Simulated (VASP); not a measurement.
# Si4N (Pm-3m) in VASP: further runs, part 2 of 2

VASP 6.6.1. Earlier steps stand in the parts before.

### 4 Single point, PBE, collinear spin, ferromagnetic start

Contents of INCAR:

```
SYSTEM = Si4N
ALGO = Normal ; EDIFF = 1E-6
ENCUT = 520 ; GGA = PE
ISIF = 2 ; ISMEAR = 0
ISPIN = 2 ; LASPH = .True.
LCHARG = .True. ; LELF = .True.
LORBIT = 11 ; LREAL = .False.
LVHAR = .True. ; LWAVE = .False.
MAGMOM = 0 0 0 0 1 ; NBANDS = 22
NELM = 150 ; PREC = Accurate
SIGMA = 0.1
```

Contents of KPOINTS:

```
k-points
0
Gamma
  4 4 4
  0 0 0
```

Contents of POSCAR:

```
Si4N
1.0
    4.1130965200      0.0000000000      0.0000000000
    0.0000000000      4.1130965200      0.0000000000
    0.0000000000      0.0000000000      4.1130965200
Si N
4 1
Direct
    0.5000000000      0.0000000000      0.0000000000
    0.0000000000      0.5000000000      0.0000000000
    0.0000000000      0.0000000000      0.5000000000
    0.5000000000      0.5000000000      0.5000000000
    0.0000000000      0.0000000000      0.0000000000
```

Potentials or basis: VASP PAW PBE potentials, release 64 (Si, N).

Started as:

```console
$ cat potpaw_PBE.64/Si/POTCAR potpaw_PBE.64/N/POTCAR > POTCAR
$ mpirun -np 1 vasp_std > vasp.out
```

OUTCAR:

```text
SYSTEM = Si4N
   EDIFF = 1E-6
   ENCUT = 520
   GGA = PE
   ISIF = 2
   ISMEAR = 0
   ISPIN = 2
   LASPH = .True.
   LORBIT = 11
   LREAL = .False.
   NELM = 150
   PREC = Accurate

 ion  position               nearest neighbor table
   1  0.500  0.000  0.000-   5 2.06   5 2.06   4 2.91   2 2.91   3 2.91   4 2.91   2 2.91   4 2.91
                             4 2.91   2 2.91   3 2.91   3 2.91   3 2.91   2 2.91
   2  0.000  0.500  0.000-   5 2.06   5 2.06   4 2.91   1 2.91   3 2.91   4 2.91   1 2.91   3 2.91
                             3 2.91   3 2.91   1 2.91   4 2.91   4 2.91   1 2.91
   3  0.000  0.000  0.500-   5 2.06   5 2.06   4 2.91   1 2.91   1 2.91   2 2.91   2 2.91   2 2.91
                             4 2.91   2 2.91   1 2.91   4 2.91   1 2.91   4 2.91
   4  0.500  0.500  0.500-   1 2.91   2 2.91   3 2.91   1 2.91   2 2.91   1 2.91   3 2.91   1 2.91
                             2 2.91   3 2.91   2 2.91   3 2.91
   5  0.000  0.000  0.000-   1 2.06   2 2.06   3 2.06   3 2.06   2 2.06   1 2.06

  LATTYP: Found a simple cubic cell.
 ALAT       =     4.1130965200

  Lattice vectors:

 A1 = (   4.1130965200,   0.0000000000,   0.0000000000)
 A2 = (   0.0000000000,   4.1130965200,   0.0000000000)
 A3 = (   0.0000000000,   0.0000000000,   4.1130965200)

Analysis of symmetry for initial positions (statically):
=====================================================================
 Subroutine PRICEL returns:
 Original cell was already a primitive cell.

 Routine SETGRP: Setting up the symmetry group for a
 simple cubic supercell.

 Subroutine GETGRP returns: Found 48 space group operations
 (whereof 48 operations were pure point group operations)
 out of a pool of 48 trial point group operations.

The static configuration has the point symmetry O_h .

Analysis of symmetry for dynamics (positions and initial velocities):
=====================================================================
 Subroutine PRICEL returns:
 Original cell was already a primitive cell.

 Routine SETGRP: Setting up the symmetry group for a
 simple cubic supercell.

 Subroutine GETGRP returns: Found 48 space group operations
 (whereof 48 operations were pure point group operations)
 out of a pool of 48 trial point group operations.

The dynamic configuration has the point symmetry O_h .

Analysis of structural, dynamic, and magnetic symmetry:
=====================================================================
 Subroutine PRICEL returns:
 Original cell was already a primitive cell.

 Routine SETGRP: Setting up the symmetry group for a
 simple cubic supercell.

 Subroutine GETGRP returns: Found 48 space group operations
 (whereof 48 operations were pure point group operations)
 out of a pool of 48 trial point group operations.

The overall configuration has the point symmetry O_h .

 Subroutine INISYM returns: Found 48 space group operations
 (whereof 48 operations are pure point group operations),
 and found     1 'primitive' translations

----------------------------------------------------------------------------------------

                                     Primitive cell

  volume of cell :      69.5836

  direct lattice vectors                    reciprocal lattice vectors
     4.113096520  0.000000000  0.000000000     0.243125829  0.000000000  0.000000000
     0.000000000  4.113096520  0.000000000     0.000000000  0.243125829  0.000000000
     0.000000000  0.000000000  4.113096520     0.000000000  0.000000000  0.243125829

[... 81 lines left out ...]
   ISYM   =      2    0-nonsym 1-usesym 2-fastsym
   POTIM  = 0.5000    time-step for ionic-motion
   TEBEG  =    0.0;   TEEND  =   0.0 temperature during run
   PSTRESS=    0.0 pullay stress
   NELECT =      21.0000    total number of electrons
   NUPDOWN=      -1.0000    fix difference up-down
   EMIN   =  10.00;   EMAX   =-10.00  energy-range for DOS
   EFERMI =   0.00;   METHOD = LEGACY
   ISMEAR =     0;   SIGMA  =   0.10  broadening in eV -4-tet -1-fermi 0-gaus
   EFERMI_NEDOS =   21; number of points for ismear=-14 and -15
   IALGO  =     38    algorithm
   IMIX   =      4    mixing-type and parameters
     AMIX     =   0.40;   BMIX     =  1.00
     AMIX_MAG =   1.60;   BMIX_MAG =  1.00
  volume/ion in A,a.u.               =      13.92        93.91
  Fermi-wavevector in a.u.,A,eV,Ry     =   1.098110  2.075126 16.406514  1.205845
  Thomas-Fermi vector in A             =   2.234481
   LORBIT       =     11    0 simple, 1 ext, 2 COOP (PROOUT), +10 PAW based schemes
   GGA     = PE    functional components
   LHFCALC =     F    Hartree Fock is set to
   AEXX    =    0.0000 exact exchange contribution
   IVDW    =     0    specifies the selected vdW correction
   LEPSILON=     F    determine dielectric tensor
   LRPA    =     F    only Hartree local field effects (RPA)
 spin polarized calculation
 Gauss-broadening in eV      SIGMA  =   0.10
  energy-cutoff  :      520.00
  volume of cell :       69.58
 maximum number of plane-waves:      1888
 NGX is ok and might be reduce to    32
   NGX = 15   NGY = 15   NGZ = 15

 number of electron      21.0000000 magnetization       0.0000229

 number of electron      21.0000000 magnetization      -0.0000099

 Free energy of the ion-electron system (eV)
  ---------------------------------------------------
  ext. energy  EPLUGINS =         0.00000000
  ---------------------------------------------------
  free energy    TOTEN  =       -26.38495831 eV

  energy without entropy =      -26.36285136  energy(sigma->0) =      -26.37390483

 E-fermi :   8.8488     XC(G=0): -10.9887

 val. band max:        8.8367933425   @ k =   0.5000   0.2500   0.0000
 cond. band min:       8.9130074218   @ k =   0.2500   0.2500   0.2500
 fundamental gap:      0.0762140793
 Fermi energy:         8.8487914375

 spin component 1

 k-point     1 :       0.0000    0.0000    0.0000
  band No.  band energies     occupation
      1      -8.8268      1.00000
      2      -1.2117      1.00000
      3       1.2182      1.00000
      4       1.2182      1.00000
      5       1.2182      1.00000
      6       3.9648      1.00000
[... 239 lines left out ...]
     21      18.9459      0.00000
     22      18.9459      0.00000
 Fermi energy:         8.8487914375

 spin component 2

 k-point     1 :       0.0000    0.0000    0.0000
  band No.  band energies     occupation
      1      -8.8268      1.00000
      2      -1.2117      1.00000
      3       1.2181      1.00000
      4       1.2181      1.00000
      5       1.2181      1.00000
      6       3.9648      1.00000
[... 239 lines left out ...]
     21      18.9459      0.00000
     22      18.9459      0.00000

------------------------ aborting loop because EDIFF is reached ----------------------------------------

  FORCE on cell =-STRESS in cart. coord.  units (eV):
  Direction    XX          YY          ZZ          XY          YZ          ZX
  --------------------------------------------------------------------------------------
  -------------------------------------------------------------------------------------
  Total       -1.0904664     -1.0904664     -1.0904664     -0.0000000      0.0000000     -0.0000000
  in kB      -25.1082335    -25.1082335    -25.1082335     -0.0000000      0.0000000     -0.0000000
  external PRESSURE =     -25.1082335 kB  Pullay stress =       0.0000000 kB

 VOLUME and BASIS-vectors are now :
 -----------------------------------------------------------------------------
  energy-cutoff  :      520.00
  volume of cell :       69.58
      direct lattice vectors                 reciprocal lattice vectors
     4.113096520  0.000000000  0.000000000     0.243125829  0.000000000  0.000000000
     0.000000000  4.113096520  0.000000000     0.000000000  0.243125829  0.000000000
     0.000000000  0.000000000  4.113096520     0.000000000  0.000000000  0.243125829

 POSITION                                       TOTAL-FORCE (eV/Angst)
 -----------------------------------------------------------------------------------
      2.05655      0.00000      0.00000         0.000000      0.000000      0.000000
      0.00000      2.05655      0.00000         0.000000      0.000000      0.000000
      0.00000      0.00000      2.05655         0.000000      0.000000      0.000000
      2.05655      2.05655      2.05655         0.000000      0.000000      0.000000
      0.00000      0.00000      0.00000         0.000000      0.000000      0.000000
 -----------------------------------------------------------------------------------
    total drift:                               -0.000000      0.000000      0.000000

  FREE ENERGIE OF THE ION-ELECTRON SYSTEM (eV)
  ---------------------------------------------------
  free  energy   TOTEN  =       -26.3849583083 eV

  energy  without entropy=      -26.3628513582  energy(sigma->0) =      -26.37390483

 total charge

# of ion       s       p       d       tot
------------------------------------------
    1        0.879   0.618   0.000   1.497
    2        0.879   0.618   0.000   1.497
    3        0.879   0.618   0.000   1.497
    4        0.807   0.684   0.000   1.492
    5        1.290   2.436   0.000   3.725
--------------------------------------------------
tot          4.733   4.975   0.000   9.708

 magnetization (x)

# of ion       s       p       d       tot
------------------------------------------
    1        0.000  -0.000   0.000   0.000
    2        0.000  -0.000   0.000   0.000
    3        0.000  -0.000   0.000   0.000
    4        0.000   0.000   0.000   0.000
    5        0.000   0.000   0.000   0.000
--------------------------------------------------
tot          0.000   0.000   0.000   0.000
```

It took 16 s on 1 thread of Intel Xeon Platinum 8559C (Emerald Rapids), shared host; peak memory 0.2 GiB.

Results:

```
Free energy                                           : -26.3850 eV
Pressure                                              : -2.5 GPa
Net moment                                            : 0.00 μB per cell
Valence electrons inside the program's atomic spheres : Si 1.50, 1.49; N 3.73
```

Caveat: the k points lie up to 0.38 Å⁻¹ apart.

### 5 Single point, PBE

This run uses another cell than the first one, of 13.18 Å³/atom, 0.947 times its volume.

Contents of INCAR:

```
  ALGO = Normal
  EDIFF = 1E-7
  ENCUT = 520
  GGA = PE
  ISIF = 2
  ISMEAR = 0
  LASPH = True
  LCHARG = False
  LREAL = False
  LWAVE = False
  NBANDS = 18
  NELM = 60
  PREC = Accurate
  SIGMA = 0.1
```

Contents of KPOINTS:

```
k-points
0
Gamma
  10 10 10
```

POSCAR: that of step 4 with these lines changed.

```diff
@@ -2,5 +2,5 @@
 1.0
-    4.1130965200      0.0000000000      0.0000000000
-    0.0000000000      4.1130965200      0.0000000000
-    0.0000000000      0.0000000000      4.1130965200
+    4.0387459428      0.0000000000      0.0000000000
+    0.0000000000      4.0387459428      0.0000000000
+    0.0000000000      0.0000000000      4.0387459428
 Si N
```

Started as:

```console
$ cat potpaw_PBE.64/Si/POTCAR potpaw_PBE.64/N/POTCAR > POTCAR
$ mpirun -np 1 vasp_std > vasp.out
```

Wall time 32 s (1 thread of Intel Xeon Platinum 8559C (Emerald Rapids), shared host); peak memory 0.2 GiB.

It converged, with:

- Free energy: -26.3916 eV
- Pressure: 0.1 GPa

Levels at points of the mesh, in eV from the Fermi level:
| k point | band 9 | band 10 | band 11 | band 12 | band 13 | band 14 |
| --- | --- | --- | --- | --- | --- | --- |
| (0.00, 0.00, 0.00) | -1.43 | -1.43 | -0.64 | 2.65 | 2.65 | 2.65 |
| (0.50, 0.00, 0.00) | -2.81 | -1.17 | 1.02 | 1.37 | 1.37 | 3.93 |
| (0.50, 0.50, 0.00) | -0.90 | -0.90 | -0.53 | -0.28 | 1.95 | 1.95 |
| (0.50, 0.50, 0.50) | 0.15 | 0.15 | 0.15 | 3.41 | 5.88 | 5.88 |

### 6 Relaxation of cell and atoms, PBE

Contents of INCAR:

```
SYSTEM = Si4N
PREC = Accurate
ENCUT = 600
EDIFF = 1E-6
ISMEAR = 0
SIGMA = 0.1
LREAL = .FALSE.
LASPH = .TRUE.
NELM = 60
ALGO = Normal
ISIF = 3
LWAVE = .FALSE.
LCHARG = .FALSE.
GGA = PE
IBRION = 2
NSW = 100
EDIFFG = -0.01
```

Contents of KPOINTS:

```
Automatic mesh
0
G
  10 10 10
  0 0 0
```

POSCAR: that of step 5 with these lines changed.

```diff
@@ -2,5 +2,5 @@
 1.0
-    4.0387459428      0.0000000000      0.0000000000
-    0.0000000000      4.0387459428      0.0000000000
-    0.0000000000      0.0000000000      4.0387459428
+    4.1130965200      0.0000000000      0.0000000000
+    0.0000000000      4.1130965200      0.0000000000
+    0.0000000000      0.0000000000      4.1130965200
 Si N
```

Potentials or basis: VASP PAW PBE potentials, release 64 (Si, N).

Started as:

```console
$ cat potpaw_PBE.64/Si/POTCAR potpaw_PBE.64/N/POTCAR > POTCAR
$ mpirun -np 1 vasp_std > vasp.out
```

Wall time 2.1 min (1 thread of Intel Xeon Platinum 8175M at 2.50GHz (Skylake/Cascade Lake), shared host); peak memory 0.24 GiB.

It converged, with:

```
Free energy                            : -26.3956 eV
Relaxed volume                         : 13.18 Å³/atom
Relaxed cell                           : a = 4.039 Å, b = 4.039 Å, c = 4.039 Å, α = 90.00°, β = 90.00°, γ = 90.00°
Space group after relaxing (to 0.05 Å) : Pm-3m (No. 221)
Energy gained by relaxing              : 11.6 meV/atom
Ionic steps                            : 3
Pressure after relaxing                : 0.0 GPa
```

The path:
```tsv
step	energy change (eV)	largest force (eV/Å)	pressure (GPa)	volume (Å³)
1	0.0000	0.0000	-4.79	69.58
2	-0.0574	0.0000	0.62	65.48
3	-0.0582	0.0000	0.00	65.88
```

Final structure:
```
Si N
1.0
     4.03879    0.00000    0.00000
     0.00000    4.03879    0.00000
     0.00000    0.00000    4.03879
Si N
4 1
Direct
  0.50000 0.00000 0.00000
  0.00000 0.50000 0.00000
  0.00000 0.00000 0.50000
  0.50000 0.50000 0.50000
  0.00000 0.00000 0.00000
```

Levels at points of the mesh, in eV from the Fermi level:
```tsv
k point	band 7	band 8	band 9	band 10	band 11	band 12	band 13	band 14
(0.00, 0.00, 0.00)	-4.89	-1.43	-1.43	-1.43	-0.64	2.65	2.65	2.65
(0.50, 0.00, 0.00)	-3.77	-2.81	-2.81	-1.17	1.02	1.37	1.37	3.93
(0.50, 0.50, 0.00)	-2.92	-2.92	-0.90	-0.90	-0.53	-0.28	1.95	1.95
(0.50, 0.50, 0.50)	-6.28	-6.28	0.15	0.15	0.15	3.41	5.88	5.88
```

### 7 Summary

| task | spin | cell | k mesh | cutoff (eV) | gap on the mesh (eV) | pressure (GPa) |
| --- | --- | --- | --- | --- | --- | --- |
| single point | off | a = 4.113 Å, 5 atoms | 4 × 4 × 4 | 520 | none | -2.5 |
| single point | collinear, ferromagnetic start | a = 4.113 Å, 5 atoms | 4 × 4 × 4 | 520 | none | -2.5 |
| single point | off | a = 4.039 Å, 5 atoms | 10 × 10 × 10 | 520 | none | 0.1 |
| relaxation of cell and atoms | off | relaxed from a = 4.113 Å, 5 atoms | 10 × 10 × 10 | 600 | none | 0.0 |

Alike in all rows: level PBE; potentials or basis VASP PAW PBE potentials, release 64 (Si, N); smearing gaussian 0.1 eV.

Caveats: some runs use coarse meshes.

Total energies depend on the potentials used, so only differences within one code and one set of settings carry meaning.
